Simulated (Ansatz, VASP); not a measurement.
**MoS2 in VASP and in Ansatz**

File INCAR:

```
PREC = Accurate ; ENCUT = 520
EDIFF = 1E-6 ; ISMEAR = -1
SIGMA = 0.03 ; LREAL = F
LASPH = T ; NELM = 80
ALGO = Normal ; ISIF = 2
LWAVE = F ; LCHARG = F
GGA = PE ; NBANDS = 35
```

KPOINTS

```
Automatic mesh
0
Gamma
  10 10 3
```

POSCAR

```
MoS2
1.0
    3.1397861865      0.0000000000      0.0000000000
   -1.5698930933      2.7191346000      0.0000000000
    0.0000000000      0.0000000000     12.2124807351
Mo S
2 4
Direct
    0.3333333333      0.6666666667      0.2500000000
    0.6666666667      0.3333333333      0.7500000000
    0.3333333333      0.6666666667      0.6275000000
    0.6666666667      0.3333333333      0.1275000000
    0.3333333333      0.6666666667      0.8725000000
    0.6666666667      0.3333333333      0.3725000000
```

Input for Ansatz:

```yaml
crystal:
  lattice:
    - [3.1397861865, 0.0, 0.0]
    - [-1.5698930933, 2.7191346, 0.0]
    - [0.0, 0.0, 12.2124807351]
  atoms:
    - { symbol: Mo, position: [0.3333333333, 0.6666666667, 0.25] }
    - { symbol: Mo, position: [0.6666666667, 0.3333333333, 0.75] }
    - { symbol: S, position: [0.3333333333, 0.6666666667, 0.6275] }
    - { symbol: S, position: [0.6666666667, 0.3333333333, 0.1275] }
    - { symbol: S, position: [0.3333333333, 0.6666666667, 0.8725] }
    - { symbol: S, position: [0.6666666667, 0.3333333333, 0.3725] }
kpoints:
  mp_grid: { grid: [10, 10, 3] }
  band_path:
    path:
      - [0.0, 0.0, 0.0]
      - [0.5, 0.0, 0.0]
      - [0.3333333333, 0.3333333333, 0.0]
      - [0.0, 0.0, 0.0]
      - [0.0, 0.0, 0.5]
      - [0.5, 0.0, 0.5]
      - [0.3333333333, 0.3333333333, 0.5]
      - [0.0, 0.0, 0.5]
      - [0.5, 0.0, 0.5]
    npoints: 5
scf:
  occupations: { method: fermi_dirac, width: 0.03 }
hamiltonian:
  xc: pbe
  pseudopotentials: { kind: all_electron, lapw: { basis_error: 0.001 } }
output:
  forces: true
  stress: true
  eigenvalues: true
```

Change from the starting cell: volume scaled by 0.98.

Alike in both runs: task single point; functional PBE; k mesh 10 × 10 × 3; occupations fermi-dirac, width 0.03 eV; no spin polarisation.

|  | VASP | Ansatz |
| --- | --- | --- |
| version | VASP 6.6.1 | Ansatz 0.2.0 |
| potentials or method | VASP PAW PBE potentials, release 64 (Mo_sv, S), cutoff 520 eV | all-electron LAPW, scalar-relativistic |

VASP gave:

| Property | Result |
| --- | --- |
| pressure (GPa) | 12.4 |
| traceless stress, the component that is largest in VASP (GPa) | 4.70 |
| rms of the force components (eV/Å) | 0.747 |

Question: Estimate Ansatz's values.

Answer: Pressure (GPa): 12.6; traceless stress, the component that is largest in VASP (GPa): 4.75; rms of the force components (eV/Å): 0.757.

Atom by atom the forces differ by 0.010 eV/Å (rms over components). Ansatz ran all-electron here, and VASP with PAW potentials.
